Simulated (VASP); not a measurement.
# SrOs3 (Pm-3m) in VASP: elastic constants with PBEsol

Aim: the elastic constants of SrOs3 with PBEsol.

Everything below comes from runs of VASP 6.6.1. Logs are shortened: lines on timing, memory, paths and dates and some standing lists are left out, and cuts for length are marked.

**1. The cell of the first run**

It takes space group Pm-3m (No. 221, cubic). Conventional cell: a = 4.069 Å, b = 4.069 Å, c = 4.069 Å, α = 90.00°, β = 90.00°, γ = 90.00°. Within 3.8 Å of Sr (site symmetry m-3m) lie 12 Os at 2.88 Å. Os (site symmetry 4/mmm) has 4 Sr at 2.88 Å and 8 Os at 2.88 Å within 3.8 Å.

**2. Elastic constants, PBEsol**

The input, INCAR:

```
SYSTEM = SrOs3
PREC = Accurate
ENCUT = 600
EDIFF = 1E-8
ISMEAR = 0
SIGMA = 0.05
LREAL = .False.
LASPH = .True.
NELM = 80
ALGO = Normal
ISIF = 3
LWAVE = .False.
LCHARG = .False.
GGA = PS
IBRION = 6
NFREE = 2
POTIM = 0.015
NSW = 1
```

The input, KPOINTS:

```
regular mesh
0
Gamma
  8 8 8
  0 0 0
```

The input, POSCAR:

```
SrOs3
1.0
    4.0685293018      0.0000000000      0.0000000000
    0.0000000000      4.0685293018      0.0000000000
    0.0000000000      0.0000000000      4.0685293018
Sr Os
1 3
Direct
    0.0000000000      0.0000000000      0.0000000000
    0.0000000000      0.5000000000      0.5000000000
    0.5000000000      0.5000000000      0.0000000000
    0.5000000000      0.0000000000      0.5000000000
```

Potentials or basis: VASP PAW PBE potentials, release 64 (Sr_sv, Os).

Started as:

```console
$ cat potpaw_PBE.64/Sr_sv/POTCAR potpaw_PBE.64/Os/POTCAR > POTCAR
$ mpirun -np 1 vasp_std > vasp.out
```

OUTCAR:

```text
SYSTEM = SrOs3
   PREC = Accurate
   ENCUT = 600
   EDIFF = 1E-8
   ISMEAR = 0
   LREAL = .False.
   LASPH = .True.
   NELM = 80
   ISIF = 3
   GGA = PS
   IBRION = 6
   NFREE = 2
   POTIM = 0.015
   NSW = 1

 ion  position               nearest neighbor table
   1  0.000  0.000  0.000-   2 2.88   3 2.88   4 2.88   2 2.88   4 2.88   2 2.88   3 2.88   2 2.88
                             3 2.88   4 2.88   4 2.88   3 2.88
   2  0.000  0.500  0.500-   1 2.88   3 2.88   4 2.88   1 2.88   3 2.88   1 2.88   4 2.88   1 2.88
                             3 2.88   4 2.88   3 2.88   4 2.88
   3  0.500  0.500  0.000-   1 2.88   2 2.88   4 2.88   2 2.88   4 2.88   1 2.88   4 2.88   4 2.88
                             1 2.88   2 2.88   2 2.88   1 2.88
   4  0.500  0.000  0.500-   1 2.88   2 2.88   3 2.88   1 2.88   3 2.88   2 2.88   3 2.88   3 2.88
                             1 2.88   2 2.88   1 2.88   2 2.88

  LATTYP: Found a simple cubic cell.
 ALAT       =     4.0685293018

  Lattice vectors:

 A1 = (   4.0685293018,   0.0000000000,   0.0000000000)
 A2 = (   0.0000000000,   4.0685293018,   0.0000000000)
 A3 = (   0.0000000000,   0.0000000000,   4.0685293018)

Analysis of symmetry for initial positions (statically):
=====================================================================
 Subroutine PRICEL returns:
 Original cell was already a primitive cell.

 Routine SETGRP: Setting up the symmetry group for a
 simple cubic supercell.

 Subroutine GETGRP returns: Found 48 space group operations
 (whereof 48 operations were pure point group operations)
 out of a pool of 48 trial point group operations.

The static configuration has the point symmetry O_h .

Analysis of symmetry for dynamics (positions and initial velocities):
=====================================================================
 Subroutine PRICEL returns:
 Original cell was already a primitive cell.

 Routine SETGRP: Setting up the symmetry group for a
 simple cubic supercell.

 Subroutine GETGRP returns: Found 48 space group operations
 (whereof 48 operations were pure point group operations)
 out of a pool of 48 trial point group operations.

The dynamic configuration has the point symmetry O_h .

 Subroutine INISYM returns: Found 48 space group operations
 (whereof 48 operations are pure point group operations),
 and found     1 'primitive' translations

----------------------------------------------------------------------------------------

                                     Primitive cell

  volume of cell :      67.3461

  direct lattice vectors                    reciprocal lattice vectors
     4.068529302  0.000000000  0.000000000     0.245789062  0.000000000  0.000000000
     0.000000000  4.068529302  0.000000000     0.000000000  0.245789062  0.000000000
     0.000000000  0.000000000  4.068529302     0.000000000  0.000000000  0.245789062

  length of vectors
     4.068529302  4.068529302  4.068529302     0.245789062  0.245789062  0.245789062

  position of ions in fractional coordinates (direct lattice)
     0.000000000  0.000000000  0.000000000
     0.000000000  0.500000000  0.500000000
     0.500000000  0.500000000  0.000000000
     0.500000000  0.000000000  0.500000000
[... 125 lines left out ...]
  ext. energy  EPLUGINS =         0.00000000
  ---------------------------------------------------
  free energy    TOTEN  =       -32.92105011 eV

  energy without entropy =      -32.91160909  energy(sigma->0) =      -32.91632960

------------------------ aborting loop because EDIFF is reached ----------------------------------------

  FORCE on cell =-STRESS in cart. coord.  units (eV):
  Direction    XX          YY          ZZ          XY          YZ          ZX
  --------------------------------------------------------------------------------------
  -------------------------------------------------------------------------------------
  Total        0.3815355      0.3815355      0.3815355     -0.0000000      0.0000000     -0.0000000
  in kB        9.0768078      9.0768078      9.0768078     -0.0000000      0.0000000     -0.0000000
  external PRESSURE =       9.0768078 kB  Pullay stress =       0.0000000 kB
[... 95 lines left out ...]
  FREE ENERGIE OF THE ION-ELECTRON SYSTEM (eV)
  ---------------------------------------------------
  free  energy   TOTEN  =       -32.9020496469 eV

  energy  without entropy=      -32.8925394119  energy(sigma->0) =      -32.89729453

[... ionic steps 4 to 16 ...]

--------------------------------------- Ionic step       17  -------------------------------------------

 number of electron      34.0000002 magnetization

------------------------ aborting loop because EDIFF is reached ----------------------------------------
[... 71 lines left out ...]
--------------------------------------- Ionic step       19  -------------------------------------------

 number of electron      34.0000002 magnetization

 Free energy of the ion-electron system (eV)
  ---------------------------------------------------
  ext. energy  EPLUGINS =         0.00000000
  ---------------------------------------------------
  free energy    TOTEN  =       -32.92047490 eV

  energy without entropy =      -32.91100492  energy(sigma->0) =      -32.91573991

 E-fermi :   6.1614     XC(G=0): -12.8445

 val. band max:        6.1606958830   @ k =   0.2500   0.3750   0.2500
 cond. band min:       6.1672609320   @ k =   0.5000   0.5000   0.5000
 fundamental gap:      0.0065650490
 Fermi energy:         6.1613519268

 k-point     1 :       0.0000    0.0000    0.0000
  band No.  band energies     occupation
      1     -26.3289      2.00000
      2      -8.7250      2.00000
      3      -8.7249      2.00000
      4      -8.7247      2.00000
      5      -1.6279      2.00000
      6       1.2657      2.00000
[... 565 lines left out ...]
     20       6.9209      0.00000
     21       7.2761      0.00000

 [... further k-points ...]

------------------------ aborting loop because EDIFF is reached ----------------------------------------

  FORCE on cell =-STRESS in cart. coord.  units (eV):
  Direction    XX          YY          ZZ          XY          YZ          ZX
  --------------------------------------------------------------------------------------
  -------------------------------------------------------------------------------------
  Total        0.3834838      0.3827421      0.3874390      0.0000000      0.0000000      0.0000000
  in kB        9.1231605      9.1055141      9.2172548      0.0000000      0.0000000      0.0000000
  external PRESSURE =       9.1486431 kB  Pullay stress =       0.0000000 kB
[... 19 lines left out ...]
  FREE ENERGIE OF THE ION-ELECTRON SYSTEM (eV)
  ---------------------------------------------------
  free  energy   TOTEN  =       -32.9204749010 eV

  energy  without entropy=      -32.9110049205  energy(sigma->0) =      -32.91573991

 INTERNAL STRAIN TENSORS FROM STRAINED CELLS
 ============================================

 INTERNAL STRAIN TENSOR FOR ION    1 for displacements in x,y,z  (eV/Angst):
          X           Y           Z          XY          YZ          ZX
  --------------------------------------------------------------------------------
  x     0.00000     0.00000     0.00000     0.00000     0.00000    -0.00000
  y     0.00000     0.00000     0.00000     0.00000     0.00000     0.00000
  z     0.00000     0.00000     0.00000     0.00000     0.00000     0.00000

 INTERNAL STRAIN TENSORS FROM DISPLACED ATOMS
 ============================================

 INTERNAL STRAIN TENSOR FOR ION    1 for displacements in x,y,z  (eV/Angst):
          X           Y           Z          XY          YZ          ZX
  --------------------------------------------------------------------------------
  x     0.00000     0.00000     0.00000     0.00000     0.00000     0.00000
  y     0.00000     0.00000     0.00000     0.00000     0.00000     0.00000
  z     0.00000     0.00000     0.00000     0.00000     0.00000     0.00000

 INTERNAL STRAIN TENSOR FOR ION    4 for displacements in x,y,z  (eV/Angst):
          X           Y           Z          XY          YZ          ZX
  --------------------------------------------------------------------------------
  x     0.00000     0.00000     0.00000     0.00000     0.00000     0.00000
  y     0.00000     0.00000     0.00000     0.00000     0.00000     0.00000
  z     0.00000     0.00000     0.00000     0.00000     0.00000     0.00000

 Eigenvectors and eigenvalues of the dynamical matrix
 ----------------------------------------------------

   1 f  =    7.365395 THz    46.278143 2PiTHz  245.683138 cm-1    30.460813 meV
             X         Y         Z           dx          dy          dz
      0.000000  0.000000  0.000000    -0.885951   -0.055466   -0.000000
      0.000000  2.034265  2.034265    -0.045416    0.020244   -0.000000
      2.034265  2.034265  0.000000     0.323361    0.020244    0.000000
      2.034265  0.000000  2.034265     0.323361   -0.002843   -0.000000
[... 71 lines left out ...]
  12 f/i=    2.512114 THz    15.784078 2PiTHz   83.795102 cm-1    10.389264 meV
             X         Y         Z           dx          dy          dz
      0.000000  0.000000  0.000000     0.001325    0.006514    0.281115
      0.000000  2.034265  2.034265    -0.003966    0.007555    0.326019
      2.034265  2.034265  0.000000     0.001537    0.007555   -0.841332
      2.034265  0.000000  2.034265     0.001537   -0.019495    0.326019

--------------------------------------------------------------------------------------------------------

 ELASTIC MODULI CONTR FROM IONIC RELAXATION (kBar)
 Direction    XX          YY          ZZ          XY          YZ          ZX
 --------------------------------------------------------------------------------
 XX           0.0000      0.0000      0.0000      0.0000      0.0000      0.0000
 YY           0.0000      0.0000      0.0000      0.0000      0.0000      0.0000
 ZZ           0.0000      0.0000      0.0000      0.0000      0.0000      0.0000
 XY           0.0000      0.0000      0.0000      0.0000      0.0000      0.0000
 YZ           0.0000      0.0000      0.0000      0.0000      0.0000      0.0000
 ZX           0.0000      0.0000      0.0000      0.0000      0.0000      0.0000
 --------------------------------------------------------------------------------

 TOTAL ELASTIC MODULI (kBar)
 Direction    XX          YY          ZZ          XY          YZ          ZX
 --------------------------------------------------------------------------------
 XX        2725.3483   1692.8675   1692.8675     -0.0000      0.0000      0.0000
 YY        1692.8675   2725.3483   1692.8675      0.0000     -0.0000     -0.0000
 ZZ        1692.8675   1692.8675   2725.3483      0.0000     -0.0000     -0.0000
 XY          -0.0000      0.0000      0.0000    430.3679      0.0000      0.0000
 YZ           0.0000     -0.0000     -0.0000      0.0000    430.3679      0.0000
 ZX           0.0000     -0.0000     -0.0000      0.0000      0.0000    430.3679
 --------------------------------------------------------------------------------
```

Run time: 55 min. Hardware: 1 thread of Intel Xeon Platinum 8259CL at 2.50GHz (Skylake/Cascade Lake), shared host; peak memory 0.58 GiB.

Results:

* Elastic constants C11, C12, C44: 273, 169, 43 GPa
* Voigt bulk modulus: 204 GPa
* Highest phonon frequency at Γ: 246 cm⁻¹
* Most unstable mode: 84i cm⁻¹

Phonon frequencies in cm⁻¹ (negative: imaginary):
| q point | frequencies |
| --- | --- |
| (0.000, 0.000, 0.000) | -84 -84 -84 0 0 0 59 59 59 246 246 246 |

Elastic tensor in Voigt notation (GPa, in the Cartesian axes of the cell as first typed):
```
273 169 169   0   0   0
169 273 169   0   0   0
169 169 273   0   0   0
  0   0   0  43   0   0
  0   0   0   0  43   0
  0   0   0   0   0  43
```

Clamped-ion elastic tensor (GPa):
```
273 169 169   0   0   0
169 273 169   0   0   0
169 169 273   0   0   0
  0   0   0  43   0   0
  0   0   0   0  43   0
  0   0   0   0   0  43
```

Caveat: some modes are imaginary; the PAW data sets were made with another functional, which shifts forces and pressure a little; spin-orbit coupling is left out, which moves the levels of the heavy elements.
